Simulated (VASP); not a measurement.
# Re (P6_3/mmc) in VASP: further runs

Re is run at these levels: LDA; tasks: single point.

All numbers are computed with VASP 6.6.1; they aren't measurements. Logs are shortened: lines on timing, memory, paths and dates and some standing lists are left out, and cuts for length are marked.

### Step 1. The cell of the first run

The structure is hexagonal, space group P6_3/mmc (No. 194). The conventional cell has a = 2.735 Å, b = 2.735 Å, c = 4.412 Å, α = 90.00°, β = 90.00°, γ = 120.00°. Within 3.6 Å of Re (site symmetry -6m2) lie 12 Re at 2.71 to 2.74 Å.

### Step 2. Single point, LDA

INCAR

```
PREC = Accurate ; ENCUT = 520
EDIFF = 1E-6 ; ISMEAR = 1
SIGMA = 0.1 ; LREAL = False
LASPH = True ; NELM = 80
ALGO = Normal ; ISIF = 2
LWAVE = False ; LCHARG = False
GGA = CA ; NBANDS = 14
```

KPOINTS

```
Automatic mesh
0
Gamma
  11 11 6
```

POSCAR

```
Re
1.0
    2.7354209450      0.0000000000      0.0000000000
   -1.3677104725      2.3689440284      0.0000000000
    0.0000000000      0.0000000000      4.4122906899
Re
2
Direct
    0.3333333333      0.6666666667      0.2500000000
    0.6666666667      0.3333333333      0.7500000000
```

Potentials or basis: VASP PAW LDA potentials, release 64 (Re).

The run is started by

```console
cat potpaw_LDA.64/Re/POTCAR > POTCAR
mpirun -np 1 vasp_std > vasp.out
```

OUTCAR:

```text
PREC = Accurate
   ENCUT = 520
   EDIFF = 1E-6
   ISMEAR = 1
   LREAL = False
   LASPH = True
   NELM = 80
   ISIF = 2
   GGA = CA

 ion  position               nearest neighbor table
   1  0.333  0.667  0.250-   2 2.71   2 2.71   2 2.71   2 2.71   2 2.71   2 2.71
   2  0.667  0.333  0.750-   1 2.71   1 2.71   1 2.71   1 2.71   1 2.71   1 2.71

  LATTYP: Found a hexagonal cell.
 ALAT       =     2.7354209450
 C/A-ratio  =     1.6130207301

  Lattice vectors:

 A1 = (   2.7354209450,   0.0000000000,   0.0000000000)
 A2 = (  -1.3677104725,   2.3689440284,   0.0000000000)
 A3 = (   0.0000000000,   0.0000000000,   4.4122906899)

Analysis of symmetry for initial positions (statically):
=====================================================================
 Subroutine PRICEL returns:
 Original cell was already a primitive cell.

 Routine SETGRP: Setting up the symmetry group for a
 hexagonal supercell.

 Subroutine GETGRP returns: Found 24 space group operations
 (whereof 12 operations were pure point group operations)
 out of a pool of 24 trial point group operations.

The static configuration has the point symmetry D_3d.
 The point group associated with its full space group is D_6h.

Analysis of symmetry for dynamics (positions and initial velocities):
=====================================================================
 Subroutine PRICEL returns:
 Original cell was already a primitive cell.

 Routine SETGRP: Setting up the symmetry group for a
 hexagonal supercell.

 Subroutine GETGRP returns: Found 24 space group operations
 (whereof 12 operations were pure point group operations)
 out of a pool of 24 trial point group operations.

The dynamic configuration has the point symmetry D_3d.
 The point group associated with its full space group is D_6h.

 Subroutine INISYM returns: Found 24 space group operations
 (whereof 12 operations are pure point group operations),
 and found     1 'primitive' translations

----------------------------------------------------------------------------------------

                                     Primitive cell

  volume of cell :      28.5919

  direct lattice vectors                    reciprocal lattice vectors
     2.735420945  0.000000000  0.000000000     0.365574447  0.211064506  0.000000000
    -1.367710472  2.368944028  0.000000000     0.000000000  0.422129011  0.000000000
     0.000000000  0.000000000  4.412290690     0.000000000  0.000000000  0.226639646

  length of vectors
     2.735420945  2.735420945  4.412290690     0.422129011  0.422129011  0.226639646

  position of ions in fractional coordinates (direct lattice)
     0.333333333  0.666666667  0.250000000
     0.666666667  0.333333333  0.750000000

  ion indices of the primitive-cell ions
   primitive index   ion index
                 1           1
                 2           2

----------------------------------------------------------------------------------------

 KPOINTS: Automatic mesh

Automatic generation of k-mesh.
 Grid dimensions read from file:
 generate k-points for:   11   11    6

 Generating k-lattice:

  Cartesian coordinates                     Fractional coordinates (reciprocal lattice)
     0.033234041  0.019187682  0.000000000     0.090909091 -0.000000000  0.000000000
     0.000000000  0.038375365  0.000000000     0.000000000  0.090909091  0.000000000
     0.000000000  0.000000000  0.037773274     0.000000000  0.000000000  0.166666667

  Length of vectors
     0.038375365  0.038375365  0.037773274

  Shift w.r.t. Gamma in fractional coordinates (k-lattice)
     0.000000000  0.000000000  0.000000000

 Subroutine IBZKPT returns following result:
 ===========================================

 Found     64 irreducible k-points:

 Following reciprocal coordinates:
            Coordinates               Weight
  0.000000  0.000000  0.000000      1.000000
  0.090909  0.000000  0.000000      6.000000
  0.181818  0.000000  0.000000      6.000000
  0.272727  0.000000  0.000000      6.000000
  0.363636 -0.000000  0.000000      6.000000
  0.454545  0.000000  0.000000      6.000000
[... 16 lines left out ...]
  0.090909  0.090909  0.166667     12.000000
  0.181818  0.090909  0.166667     24.000000
 [... further k-points ...]
   k-points           NKPTS =     64   k-points in BZ     NKDIM =     64   number of bands    NBANDS=     14
   number of dos      NEDOS =    301   number of ions     NIONS =      2
   total plane-waves  NPLWV =  14400
   dimension x,y,z NGX =    20 NGY =   20 NGZ =   36
   dimension x,y,z NGXF=    40 NGYF=   40 NGZF=   72
   ions per type =               2
   NGX,Y,Z   is equivalent  to a cutoff of  12.16, 12.16, 13.56 a.u.
   NGXF,Y,Z  is equivalent  to a cutoff of  24.31, 24.31, 27.13 a.u.
 SYSTEM =  unknown system
   PREC   = accura    normal or accurate (medium, high low for compatibility)
   ISTART =      0    job   : 0-new  1-cont  2-samecut
   ICHARG =      2    charge: 1-file 2-atom 10-const
   ISPIN  =      1    spin polarized calculation?
   LNONCOLLINEAR =      F non collinear calculations
   LSORBIT =      F    spin-orbit coupling
   LASPH  =      T    aspherical Exc in radial PAW
   ENCUT  =  520.0 eV  38.22 Ry    6.18 a.u.   5.09  5.09  8.20*2*pi/ulx,y,z
   NELM   =     80;   NELMIN=  2; NELMDL= -5     # of ELM steps
   EDIFF  = 0.1E-05   stopping-criterion for ELM
   LREAL  =      F    real-space projection
   EDIFFG = 0.1E-04   stopping-criterion for IOM
   NSW    =      0    number of steps for IOM
   IBRION =     -1    ionic relax: 0-MD 1-quasi-New 2-CG
   NFREE  =      0    steps in history (QN), initial steepest desc. (CG)
   ISIF   =      2    stress and relaxation
   ISYM   =      2    0-nonsym 1-usesym 2-fastsym
   POTIM  = 0.5000    time-step for ionic-motion
   TEBEG  =    0.0;   TEEND  =   0.0 temperature during run
   PSTRESS=    0.0 pullay stress
   NELECT =      14.0000    total number of electrons
   NUPDOWN=      -1.0000    fix difference up-down
   EMIN   =  10.00;   EMAX   =-10.00  energy-range for DOS
   EFERMI =   0.00;   METHOD = LEGACY
   ISMEAR =     1;   SIGMA  =   0.10  broadening in eV -4-tet -1-fermi 0-gaus
   EFERMI_NEDOS =   21; number of points for ismear=-14 and -15
   IALGO  =     38    algorithm
   IMIX   =      4    mixing-type and parameters
     AMIX     =   0.40;   BMIX     =  1.00
     AMIX_MAG =   1.60;   BMIX_MAG =  1.00
  volume/ion in A,a.u.               =      14.30        96.47
  Fermi-wavevector in a.u.,A,eV,Ry     =   1.290337  2.438383 22.653286  1.664970
  Thomas-Fermi vector in A             =   2.422175
   LORBIT       =      0    0 simple, 1 ext, 2 COOP (PROOUT), +10 PAW based schemes
   GGA     = CA    functional components
   LHFCALC =     F    Hartree Fock is set to
   AEXX    =    0.0000 exact exchange contribution
   IVDW    =     0    specifies the selected vdW correction
   LEPSILON=     F    determine dielectric tensor
   LRPA    =     F    only Hartree local field effects (RPA)
 non-spin polarized calculation
 Methfessel and Paxton  Order N= 1 SIGMA  =   0.10
  energy-cutoff  :      520.00
  volume of cell :       28.59
 maximum number of plane-waves:       784
   NGX = 11   NGY = 11   NGZ = 17

 number of electron      14.0000000 magnetization

 Free energy of the ion-electron system (eV)
  ---------------------------------------------------
  ext. energy  EPLUGINS =         0.00000000
  ---------------------------------------------------
  free energy    TOTEN  =       -27.52459171 eV

  energy without entropy =      -27.52591796  energy(sigma->0) =      -27.52503379

 E-fermi :   8.2473     XC(G=0): -13.9974

 val. band max:        8.1747023733   @ k =   0.1818   0.0000   0.1667
 cond. band min:       8.2498307758   @ k =   0.3636  -0.0000   0.3333
 fundamental gap:      0.0751284025
 Fermi energy:         8.2472954169

 k-point     1 :       0.0000    0.0000    0.0000
  band No.  band energies     occupation
      1      -1.7757      2.00000
      2       1.3936      2.00000
      3       6.5318      2.00000
      4       6.5318      2.00000
      5       6.5510      2.00000
      6       7.4112      2.00000
      7       7.4112      2.00000
      8       8.3669     -0.07065
      9       8.3669     -0.07065
     10       9.0384     -0.00000
     11      11.6967      0.00000
     12      11.6967      0.00000
     13      18.6476      0.00000
     14      22.4587      0.00000

 k-point     2 :       0.0909    0.0000    0.0000
  band No.  band energies     occupation
      1      -1.4278      2.00000
      2       1.7168      2.00000
      3       5.8780      2.00000
      4       6.8539      2.00000
      5       7.0569      2.00000
      6       7.2207      2.00000
      7       7.6113      2.00000
      8       7.7159      2.00000
      9       8.1034      2.06053
     10       8.4002     -0.05271
     11      11.8767      0.00000
     12      13.1096      0.00000
     13      18.6327      0.00000
     14      23.2307      0.00000

 k-point     3 :       0.1818    0.0000    0.0000
  band No.  band energies     occupation
      1      -0.4730      2.00000
      2       2.4743      2.00000
      3       5.1940      2.00000
      4       5.9024      2.00000
      5       6.5937      2.00000
      6       7.5199      2.00000
      7       7.7890      2.00000
      8       7.9351      2.00009
      9       7.9429      2.00015
     10       8.5933     -0.00001
     11      12.2290      0.00000
     12      15.4174      0.00000
     13      18.4214      0.00000
     14      24.8394      0.00000
[... 324 lines left out ...]
 k-point    23 :       0.0909    0.0909    0.1667
  band No.  band energies     occupation
      1      -0.4658      2.00000
      2       2.3554      2.00000
      3       5.3609      2.00000
      4       5.6647      2.00000
      5       6.5551      2.00000
      6       7.0931      2.00000
      7       7.3563      2.00000
      8       7.9153      2.00003
      9       8.6956     -0.00000
     10       8.7285     -0.00000
     11      11.9868      0.00000
     12      13.8790      0.00000
     13      19.9327      0.00000
     14      23.9578      0.00000

 k-point    24 :       0.1818    0.0909    0.1667
  band No.  band energies     occupation
      1       0.6059      2.00000
      2       3.1493      2.00000
      3       4.5523      2.00000
      4       4.8666      2.00000
      5       6.1654      2.00000
      6       6.8943      2.00000
      7       7.5318      2.00000
      8       8.5020     -0.00187
      9       9.2450     -0.00000
     10       9.6531     -0.00000
     11      12.1329      0.00000
     12      15.3570      0.00000
     13      19.8096      0.00000
     14      24.6089      0.00000

 [... further k-points ...]
[... 5 lines left out ...]
  --------------------------------------------------------------------------------------
  -------------------------------------------------------------------------------------
  Total        0.4273307      0.4273307      0.4411448      0.0000000     -0.0000000      0.0000000
  in kB       23.9459235     23.9459235     24.7200093      0.0000000     -0.0000000      0.0000000
  external PRESSURE =      24.2039521 kB  Pullay stress =       0.0000000 kB

 VOLUME and BASIS-vectors are now :
 -----------------------------------------------------------------------------
  energy-cutoff  :      520.00
  volume of cell :       28.59
      direct lattice vectors                 reciprocal lattice vectors
     2.735420945  0.000000000  0.000000000     0.365574447  0.211064506  0.000000000
    -1.367710472  2.368944028  0.000000000     0.000000000  0.422129011  0.000000000
     0.000000000  0.000000000  4.412290690     0.000000000  0.000000000  0.226639646

 POSITION                                       TOTAL-FORCE (eV/Angst)
 -----------------------------------------------------------------------------------
     -0.00000      1.57930      1.10307         0.000000     -0.000000      0.000000
      1.36771      0.78965      3.30922        -0.000000      0.000000      0.000000
 -----------------------------------------------------------------------------------
    total drift:                               -0.000000      0.000000     -0.000000

  FREE ENERGIE OF THE ION-ELECTRON SYSTEM (eV)
  ---------------------------------------------------
  free  energy   TOTEN  =       -27.5245917097 eV

  energy  without entropy=      -27.5259179574  energy(sigma->0) =      -27.52503379
```

It took 17 s on 1 thread of Intel Xeon Platinum 8259CL at 2.50GHz (Skylake/Cascade Lake), shared host; peak memory 0.14 GiB.

Results:

```yaml
Free_energy: -27.5246 eV
Pressure: 2.4 GPa
Band_gap_on_the_k_mesh: zero (band 7 reaches 9.76 eV, above the bottom of band 8 at 6.39 eV)
```

Caveat: spin-orbit coupling is left out, which moves the levels of the heavy elements.

### Step 3. Single point, LDA

INCAR

```
SYSTEM = Re
PREC     = Accurate       ! precision mode
ENCUT    = 520            ! plane-wave cutoff, eV
EDIFF    = 1E-6           ! SCF threshold, eV
ISMEAR   = 1              ! smearing method
SIGMA    = 0.1            ! smearing width, eV
LREAL    = .FALSE.        ! projectors in reciprocal space
LASPH    = .TRUE.         ! aspherical terms in the spheres
NELM     = 60             ! most SCF steps
ALGO     = Normal         ! electronic algorithm
ISIF     = 2              ! what is computed and relaxed
LWAVE    = .FALSE.        ! write WAVECAR
LCHARG   = .FALSE.        ! write CHGCAR
GGA      = CA             ! functional
NBANDS   = 14             ! bands
```

KPOINTS

```
regular mesh
0
G
  11 11 6
  0 0 0
```

POSCAR is that of step 2.

Potentials or basis: VASP PAW LDA potentials, release 64 (Re).

The run is started by

```console
cat potpaw_LDA.64/Re/POTCAR > POTCAR
mpirun -np 1 vasp_std > vasp.out
```

Run time: 19 s. Hardware: 1 thread of Intel Xeon Platinum 8259CL at 2.50GHz (Skylake/Cascade Lake), shared host; peak memory 0.14 GiB.

It converged, with:

```yaml
Free_energy: -27.5246 eV
Pressure: 2.4 GPa
Band_gap_on_the_k_mesh: zero (band 7 reaches 9.76 eV, above the bottom of band 8 at 6.39 eV)
```

Stress tensor (GPa, compression positive):
```
2.39 0.00 0.00
0.00 2.39 0.00
0.00 0.00 2.47
```

Levels at points of the mesh, in eV from the Fermi level:
| k point | band 5 | band 6 | band 7 | band 8 | band 9 | band 10 |
| --- | --- | --- | --- | --- | --- | --- |
| (0.00, 0.00, 0.00) | -1.70 | -0.84 | -0.84 | 0.12 | 0.12 | 0.79 |
| (0.00, 0.00, 0.50) | -1.85 | -1.85 | -1.85 | -1.85 | 2.61 | 2.61 |

Caveat: spin-orbit coupling is left out, which moves the levels of the heavy elements.
